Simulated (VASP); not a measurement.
# Ge (Cmmm) in VASP: a series of runs

Ge is run at these levels: PBE; tasks: single point.

Everything below comes from runs of VASP 6.6.1. Logs are shortened: lines on timing, memory, paths and dates and some standing lists are left out, and cuts for length are marked.

**1. The cell of the first run**

It takes space group Cmmm (No. 65, orthorhombic). Conventional cell: a = 2.724 Å, b = 5.071 Å, c = 2.631 Å, α = 90.00°, β = 90.00°, γ = 90.00°. Ge (site symmetry mmm) has 8 Ge at 2.63 to 2.88 Å within 3.5 Å.

**2. Single point, PBE (strain -0.025 along x and y, -0.025 along z)**

File INCAR:

```
  PREC = Accurate
  ENCUT = 520
  EDIFF = 1E-6
  ISMEAR = 0
  SIGMA = 0.15
  LREAL = F
  LASPH = T
  NELM = 100
  ALGO = Normal
  ISIF = 2
  LWAVE = F
  LCHARG = F
  GGA = PE
  NBANDS = 13
```

File KPOINTS:

```
regular mesh
0
Gamma
  20 20 18
```

File POSCAR:

```
Ge
1.0
    1.3622202750     -2.5355031000      0.0000000000
    1.3622202750      2.5355031000      0.0000000000
    0.0000000000      0.0000000000      2.6307752250
Ge
1
Direct
    0.5000000000      0.5000000000      0.0000000000
```

Potentials or basis: VASP PAW PBE potentials, release 64 (Ge_d).

Started as:

```bash
$ cat potpaw_PBE.64/Ge_d/POTCAR > POTCAR
$ mpirun -np 1 vasp_std > vasp.out
```

OUTCAR:

```text
PREC = Accurate
   ENCUT = 520
   EDIFF = 1E-6
   ISMEAR = 0
   LREAL = F
   LASPH = T
   NELM = 100
   ISIF = 2
   GGA = PE

 ion  position               nearest neighbor table
   1  0.500  0.500  0.000-

  LATTYP: Found a base centered orthorhombic cell.
 ALAT       =     2.7244405500
 B/A-ratio  =     1.8613018368
 C/A-ratio  =     0.9656203454

  Lattice vectors:

 A1 = (   1.3622202750,  -2.5355031000,   0.0000000000)
 A2 = (   1.3622202750,   2.5355031000,   0.0000000000)
 A3 = (   0.0000000000,   0.0000000000,   2.6307752250)

Analysis of symmetry for initial positions (statically):
=====================================================================
 Subroutine PRICEL returns:
 Original cell was already a primitive cell.

 Routine SETGRP: Setting up the symmetry group for a
 base centered orthorhombic supercell.

 Subroutine GETGRP returns: Found  8 space group operations
 (whereof  8 operations were pure point group operations)
 out of a pool of  8 trial point group operations.

The static configuration has the point symmetry D_2h.

Analysis of symmetry for dynamics (positions and initial velocities):
=====================================================================
 Subroutine PRICEL returns:
 Original cell was already a primitive cell.

 Routine SETGRP: Setting up the symmetry group for a
 base centered orthorhombic supercell.

 Subroutine GETGRP returns: Found  8 space group operations
 (whereof  8 operations were pure point group operations)
 out of a pool of  8 trial point group operations.

The dynamic configuration has the point symmetry D_2h.

 Subroutine INISYM returns: Found  8 space group operations
 (whereof  8 operations are pure point group operations),
 and found     1 'primitive' translations

----------------------------------------------------------------------------------------

                                     Primitive cell

  volume of cell :      18.1729

  direct lattice vectors                    reciprocal lattice vectors
     1.362220275 -2.535503100  0.000000000     0.367047833 -0.197199522  0.000000000
     1.362220275  2.535503100  0.000000000     0.367047833  0.197199522  0.000000000
     0.000000000  0.000000000  2.630775225     0.000000000  0.000000000  0.380116093

  length of vectors
     2.878266848  2.878266848  2.630775225     0.416667449  0.416667449  0.380116093

  position of ions in fractional coordinates (direct lattice)
     0.500000000  0.500000000  0.000000000

  ion indices of the primitive-cell ions
   primitive index   ion index
                 1           1

----------------------------------------------------------------------------------------

 KPOINTS: regular mesh

Automatic generation of k-mesh.
 Grid dimensions read from file:
 generate k-points for:   20   20   18

 Generating k-lattice:

  Cartesian coordinates                     Fractional coordinates (reciprocal lattice)
     0.018352392 -0.009859976  0.000000000     0.050000000  0.000000000  0.000000000
     0.018352392  0.009859976  0.000000000     0.000000000  0.050000000  0.000000000
     0.000000000  0.000000000  0.021117561     0.000000000  0.000000000  0.055555556

  Length of vectors
     0.020833372  0.020833372  0.021117561

  Shift w.r.t. Gamma in fractional coordinates (k-lattice)
     0.000000000  0.000000000  0.000000000

 Subroutine IBZKPT returns following result:
 ===========================================

 Found   1110 irreducible k-points:

 Following reciprocal coordinates:
            Coordinates               Weight
  0.000000  0.000000  0.000000      1.000000
  0.050000 -0.000000  0.000000      4.000000
  0.100000 -0.000000  0.000000      4.000000
  0.150000  0.000000  0.000000      4.000000
  0.200000 -0.000000  0.000000      4.000000
  0.250000 -0.000000  0.000000      4.000000
[... 16 lines left out ...]
 -0.400000  0.050000  0.000000      4.000000
 -0.350000  0.050000  0.000000      4.000000
 [... further k-points ...]
   k-points           NKPTS =   1110   k-points in BZ     NKDIM =   1110   number of bands    NBANDS=     13
   number of dos      NEDOS =    301   number of ions     NIONS =      1
   total plane-waves  NPLWV =  11520
   dimension x,y,z NGX =    24 NGY =   24 NGZ =   20
   dimension x,y,z NGXF=    48 NGYF=   48 NGZF=   40
   ions per type =               1
   NGX,Y,Z   is equivalent  to a cutoff of  13.86, 13.86, 12.64 a.u.
   NGXF,Y,Z  is equivalent  to a cutoff of  27.72, 27.72, 25.28 a.u.
 SYSTEM =  unknown system
   PREC   = accura    normal or accurate (medium, high low for compatibility)
   ISTART =      0    job   : 0-new  1-cont  2-samecut
   ICHARG =      2    charge: 1-file 2-atom 10-const
   ISPIN  =      1    spin polarized calculation?
   LNONCOLLINEAR =      F non collinear calculations
   LSORBIT =      F    spin-orbit coupling
   LASPH  =      T    aspherical Exc in radial PAW
   ENCUT  =  520.0 eV  38.22 Ry    6.18 a.u.   5.35  5.35  4.89*2*pi/ulx,y,z
   NELM   =    100;   NELMIN=  2; NELMDL= -5     # of ELM steps
   EDIFF  = 0.1E-05   stopping-criterion for ELM
   LREAL  =      F    real-space projection
   EDIFFG = 0.1E-04   stopping-criterion for IOM
   NSW    =      0    number of steps for IOM
   IBRION =     -1    ionic relax: 0-MD 1-quasi-New 2-CG
   NFREE  =      0    steps in history (QN), initial steepest desc. (CG)
   ISIF   =      2    stress and relaxation
   ISYM   =      2    0-nonsym 1-usesym 2-fastsym
   POTIM  = 0.5000    time-step for ionic-motion
   TEBEG  =    0.0;   TEEND  =   0.0 temperature during run
   PSTRESS=    0.0 pullay stress
   NELECT =      14.0000    total number of electrons
   NUPDOWN=      -1.0000    fix difference up-down
   EMIN   =  10.00;   EMAX   =-10.00  energy-range for DOS
   EFERMI =   0.00;   METHOD = LEGACY
   ISMEAR =     0;   SIGMA  =   0.15  broadening in eV -4-tet -1-fermi 0-gaus
   EFERMI_NEDOS =   21; number of points for ismear=-14 and -15
   IALGO  =     38    algorithm
   IMIX   =      4    mixing-type and parameters
     AMIX     =   0.40;   BMIX     =  1.00
     AMIX_MAG =   1.60;   BMIX_MAG =  1.00
  volume/ion in A,a.u.               =      18.17       122.64
  Fermi-wavevector in a.u.,A,eV,Ry     =   1.500753  2.836011 30.643835  2.252258
  Thomas-Fermi vector in A             =   2.612212
   LORBIT       =      0    0 simple, 1 ext, 2 COOP (PROOUT), +10 PAW based schemes
   GGA     = PE    functional components
   LHFCALC =     F    Hartree Fock is set to
   AEXX    =    0.0000 exact exchange contribution
   IVDW    =     0    specifies the selected vdW correction
   LEPSILON=     F    determine dielectric tensor
   LRPA    =     F    only Hartree local field effects (RPA)
 non-spin polarized calculation
 Gauss-broadening in eV      SIGMA  =   0.15
  energy-cutoff  :      520.00
  volume of cell :       18.17
 maximum number of plane-waves:       502
 NGX is ok and might be reduce to    24
   NGX = 11   NGY = 11   NGZ =  9

 number of electron      13.9999998 magnetization

 Free energy of the ion-electron system (eV)
  ---------------------------------------------------
  ext. energy  EPLUGINS =         0.00000000
  ---------------------------------------------------
  free energy    TOTEN  =        -4.25208697 eV

  energy without entropy =       -4.24756910  energy(sigma->0) =       -4.24982804

 E-fermi :   7.0844     XC(G=0): -11.4199

 val. band max:        7.0836404521   @ k =   0.4000   0.4000   0.3889
 cond. band min:       7.0855871421   @ k =  -0.3500   0.2000   0.1667
 fundamental gap:      0.0019466899
 Fermi energy:         7.0843998449

 k-point     1 :       0.0000    0.0000    0.0000
  band No.  band energies     occupation
      1     -17.7746      2.00000
      2     -17.6915      2.00000
      3     -17.6290      2.00000
      4     -17.5055      2.00000
      5     -17.4864      2.00000
      6      -6.4602      2.00000
      7      14.1261      0.00000
      8      14.7304      0.00000
      9      16.3722      0.00000
     10      17.5170      0.00000
     11      20.0455      0.00000
     12      22.5828      0.00000
     13      22.8737      0.00000

 k-point     2 :       0.0500   -0.0000    0.0000
  band No.  band energies     occupation
      1     -17.7723      2.00000
      2     -17.6882      2.00000
      3     -17.6296      2.00000
      4     -17.5060      2.00000
      5     -17.4879      2.00000
      6      -6.3957      2.00000
      7      14.1903      0.00000
      8      14.4473      0.00000
      9      15.6532      0.00000
     10      17.7804      0.00000
     11      20.1597      0.00000
     12      21.3026      0.00000
     13      23.3301      0.00000

 k-point     3 :       0.1000   -0.0000    0.0000
  band No.  band energies     occupation
      1     -17.7659      2.00000
      2     -17.6791      2.00000
      3     -17.6304      2.00000
      4     -17.5075      2.00000
      5     -17.4923      2.00000
      6      -6.2021      2.00000
      7      13.5568      0.00000
      8      14.3820      0.00000
      9      14.4319      0.00000
     10      18.0404      0.00000
     11      19.5292      0.00000
     12      21.5507      0.00000
     13      24.4252      0.00000

 k-point     4 :       0.1500    0.0000    0.0000
  band No.  band energies     occupation
      1     -17.7569      2.00000
      2     -17.6676      2.00000
      3     -17.6281      2.00000
      4     -17.5104      2.00000
      5     -17.4985      2.00000
      6      -5.8794      2.00000
      7      11.9549      0.00000
      8      13.5420      0.00000
      9      14.6978      0.00000
     10      17.7829      0.00000
     11      19.1440      0.00000
     12      22.6567      0.00000
     13      25.8676      0.00000

 k-point     5 :       0.2000   -0.0000    0.0000
  band No.  band energies     occupation
      1     -17.7476      2.00000
      2     -17.6605      2.00000
      3     -17.6160      2.00000
      4     -17.5160      2.00000
      5     -17.5045      2.00000
      6      -5.4277      2.00000
      7      10.1184      0.00000
      8      12.8241      0.00000
      9      15.1317      0.00000
     10      17.0572      0.00000
     11      19.4277      0.00000
     12      24.0365      0.00000
     13      27.4702      0.00000
[... 257 lines left out ...]
 k-point    22 :      -0.4500    0.0500    0.0000
  band No.  band energies     occupation
      1     -17.7372      2.00000
      2     -17.6440      2.00000
      3     -17.5519      2.00000
      4     -17.5233      2.00000
      5     -17.5172      2.00000
      6      -1.9364      2.00000
      7       2.7149      2.00000
      8      10.0678      0.00000
      9      15.7272      0.00000
     10      17.9690      0.00000
     11      22.6551      0.00000
     12      25.3132      0.00000
     13      26.2451      0.00000

 k-point    23 :      -0.4000    0.0500    0.0000
  band No.  band energies     occupation
      1     -17.7351      2.00000
      2     -17.6485      2.00000
      3     -17.5457      2.00000
      4     -17.5399      2.00000
      5     -17.5156      2.00000
      6      -2.8819      2.00000
      7       4.1698      2.00000
      8      10.2444      0.00000
      9      16.0671      0.00000
     10      17.3286      0.00000
     11      21.7444      0.00000
     12      26.4302      0.00000
     13      27.5009      0.00000

 k-point    24 :      -0.3500    0.0500    0.0000
  band No.  band energies     occupation
      1     -17.7343      2.00000
      2     -17.6543      2.00000
      3     -17.5606      2.00000
      4     -17.5377      2.00000
      5     -17.5130      2.00000
      6      -3.7507      2.00000
      7       5.7825      2.00000
      8      10.5555      0.00000
      9      16.5230      0.00000
     10      16.6358      0.00000
     11      20.9482      0.00000
     12      27.8240      0.00000
     13      28.4692      0.00000

 [... further k-points ...]

------------------------ aborting loop because EDIFF is reached ----------------------------------------

  FORCE on cell =-STRESS in cart. coord.  units (eV):
  Direction    XX          YY          ZZ          XY          YZ          ZX
  --------------------------------------------------------------------------------------
  -------------------------------------------------------------------------------------
  Total        0.7283070      0.3896906      0.5577231      0.0000000      0.0000000      0.0000000
  in kB       64.2095820     34.3562168     49.1704265      0.0000000      0.0000000      0.0000000
  external PRESSURE =      49.2454084 kB  Pullay stress =       0.0000000 kB

 VOLUME and BASIS-vectors are now :
 -----------------------------------------------------------------------------
  energy-cutoff  :      520.00
  volume of cell :       18.17
      direct lattice vectors                 reciprocal lattice vectors
     1.362220275 -2.535503100  0.000000000     0.367047833 -0.197199522  0.000000000
     1.362220275  2.535503100  0.000000000     0.367047833  0.197199522  0.000000000
     0.000000000  0.000000000  2.630775225     0.000000000  0.000000000  0.380116093

 POSITION                                       TOTAL-FORCE (eV/Angst)
 -----------------------------------------------------------------------------------
      1.36222      0.00000      0.00000        -0.000000      0.000000      0.000000
 -----------------------------------------------------------------------------------
    total drift:                               -0.000000     -0.000000     -0.000000

  FREE ENERGIE OF THE ION-ELECTRON SYSTEM (eV)
  ---------------------------------------------------
  free  energy   TOTEN  =        -4.2520869681 eV

  energy  without entropy=       -4.2475691038  energy(sigma->0) =       -4.24982804
```

Run time: 2.6 min. Hardware: 1 thread of AMD EPYC 7R13, shared host; peak memory 0.31 GiB.

What came out:

* Free energy: -4.2521 eV
* Pressure: 4.9 GPa
* Band gap on the k mesh: zero (bands 7 and 8 overlap by 10.45 eV)

Levels at points of the mesh, in eV from the Fermi level:
| k point | band 4 | band 5 | band 6 | band 7 | band 8 | band 9 | band 10 | band 11 |
| --- | --- | --- | --- | --- | --- | --- | --- | --- |
| (0.00, 0.00, 0.00) | -24.59 | -24.57 | -13.54 | 7.04 | 7.65 | 9.29 | 10.43 | 12.96 |
| (0.50, 0.00, 0.00) | -24.60 | -24.59 | -7.99 | -5.79 | 3.60 | 7.64 | 11.36 | 16.95 |
| (0.50, 0.50, 0.00) | -24.61 | -24.58 | -8.92 | -6.03 | 5.51 | 9.41 | 10.62 | 16.63 |
| (0.00, 0.00, 0.50) | -24.65 | -24.62 | -9.40 | -6.22 | 10.82 | 12.48 | 16.68 | 16.73 |
| (0.50, 0.00, 0.50) | -24.59 | -24.49 | -3.37 | -2.49 | -1.81 | 3.47 | 6.77 | 12.18 |
| (0.50, 0.50, 0.50) | -24.60 | -24.51 | -4.42 | -2.67 | -2.50 | 3.07 | 8.70 | 14.12 |

Caveat: the cell differs from its parent crystal (strain -0.025 along x and y, -0.025 along z); the cell stands under pressure.

**3. Single point, PBE (strain -0.050 along x and y, +0.050 along z)**

File INCAR:

```
PREC     = Accurate       # precision mode
ENCUT    = 520            # plane-wave cutoff, eV
EDIFF    = 1E-6           # SCF threshold, eV
ISMEAR   = 0              # smearing method
SIGMA    = 0.15           # smearing width, eV
LREAL    = F              # projectors in reciprocal space
LASPH    = T              # aspherical terms in the spheres
NELM     = 80             # most SCF steps
ALGO     = Normal         # electronic algorithm
ISIF     = 2              # what is computed and relaxed
LWAVE    = F              # write WAVECAR
LCHARG   = T              # write CHGCAR
GGA      = PE             # functional
LELF     = T              # ELF
LVHAR    = T            
NBANDS   = 13             # bands
```

File KPOINTS:

```
Automatic mesh
0
Gamma
  20 20 18
```

File POSCAR:

```
Ge
1.0
    1.3272915500     -2.4704902000      0.0000000000
    1.3272915500      2.4704902000      0.0000000000
    0.0000000000      0.0000000000      2.8331425500
Ge
1
Direct
    0.5000000000      0.5000000000      0.0000000000
```

Potentials or basis: VASP PAW PBE potentials, release 64 (Ge_d).

Started as:

```bash
$ cat potpaw_PBE.64/Ge_d/POTCAR > POTCAR
$ mpirun -np 1 vasp_std > vasp.out
```

Wall time 3.1 min (1 thread of AMD EPYC 7R13, shared host); peak memory 0.32 GiB.

The run converged. Its results:

```
Free energy            : -4.1936 eV
Pressure               : 4.6 GPa
Band gap on the k mesh : zero (bands 7 and 8 overlap by 8.16 eV)
```

Stress tensor (GPa, compression positive):
```
12.45  0.00  0.00
 0.00  8.17  0.00
 0.00  0.00 -6.92
```

Levels at points of the mesh, in eV from the Fermi level:
```
           k point  band 5  band 6  band 7  band 8  band 9  band 10
(0.00, 0.00, 0.00)  -24.56  -13.40    4.45    8.43    9.05    10.86
(0.50, 0.00, 0.00)  -24.54   -7.21   -5.61    4.57    8.59     9.24
(0.50, 0.50, 0.00)  -24.56   -8.23   -5.88    6.62    8.44    10.39
(0.00, 0.00, 0.50)  -24.60  -10.43   -6.06   11.27   13.10    16.84
(0.50, 0.00, 0.50)  -24.50   -3.86   -3.25   -1.03    3.55     6.79
(0.50, 0.50, 0.50)  -24.53   -4.99   -3.46   -1.80    3.08     8.87
```

Caveat: the cell differs from its parent crystal (strain -0.050 along x and y, +0.050 along z); the stress differs along the axes, from -7 to 12 GPa.

The gap in the log of VASP goes by the Fermi energy; the results here count the filled bands.